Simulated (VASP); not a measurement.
A run of VASP 6.6.1 is set up as follows.

The input INCAR:

```
SYSTEM = In2GeO6
PREC     = Accurate       ! precision mode
ENCUT    = 520            ! plane-wave cutoff, eV
EDIFF    = 1E-6           ! SCF threshold, eV
ISMEAR   = 0              ! smearing method
SIGMA    = 0.1            ! smearing width, eV
LREAL    = .FALSE.        ! projectors in reciprocal space
LASPH    = .TRUE.         ! aspherical terms in the spheres
NELM     = 80             ! most SCF steps
ALGO     = Normal         ! electronic algorithm
ISIF     = 2              ! what is computed and relaxed
LWAVE    = .FALSE.        ! write WAVECAR
LCHARG   = .FALSE.        ! write CHGCAR
GGA      = PE             ! functional
NBANDS   = 48             ! bands
```

File KPOINTS:

```
Automatic mesh
0
G
  4 4 4
  0 0 0
```

Contents of POSCAR:

```
In2GeO6
1.0
    0.0000000000      3.8408584400      3.8408584400
    3.8408584400      0.0000000000      3.8408584400
    3.8408584400      3.8408584400      0.0000000000
In Ge O
2 1 6
Direct
    0.2500000000      0.2500000000      0.2500000000
    0.7500000000      0.7500000000      0.7500000000
    0.0000000000      0.0000000000      0.0000000000
    0.7650000000      0.2350000000      0.2350000000
    0.2350000000      0.7650000000      0.2350000000
    0.2350000000      0.7650000000      0.7650000000
    0.7650000000      0.2350000000      0.7650000000
    0.2350000000      0.2350000000      0.7650000000
    0.7650000000      0.7650000000      0.2350000000
```

Potentials or basis: VASP PAW PBE potentials, release 64 (In_d, Ge_d, O).

Launch:

```sh
$ cat potpaw_PBE.64/In_d/POTCAR potpaw_PBE.64/Ge_d/POTCAR potpaw_PBE.64/O/POTCAR > POTCAR
$ mpirun -np 1 vasp_std > vasp.out
```

Question: What does it give for the pressure?

Answer: -2.6 GPa.

Question: What does it give for the largest force?

Answer: 1.933 eV/Å.

Question: Estimate the band gap on the k mesh.

Answer: Zero (bands 38 and 39 overlap by 0.30 eV).

Forces in eV/Å, atoms in the order of the input:
```
In   0.000  0.000  0.000
In   0.000  0.000  0.000
Ge   0.000  0.000  0.000
O    1.933  0.000  0.000
O    0.000  1.933  0.000
O   -1.933  0.000  0.000
O    0.000 -1.933  0.000
O    0.000  0.000  1.933
O    0.000  0.000 -1.933
```

Caveat: spin-orbit coupling is left out, which moves the levels of the heavy elements; forces of over 1 eV/Å act on the atoms, so gaps and moduli don't describe the material at rest.
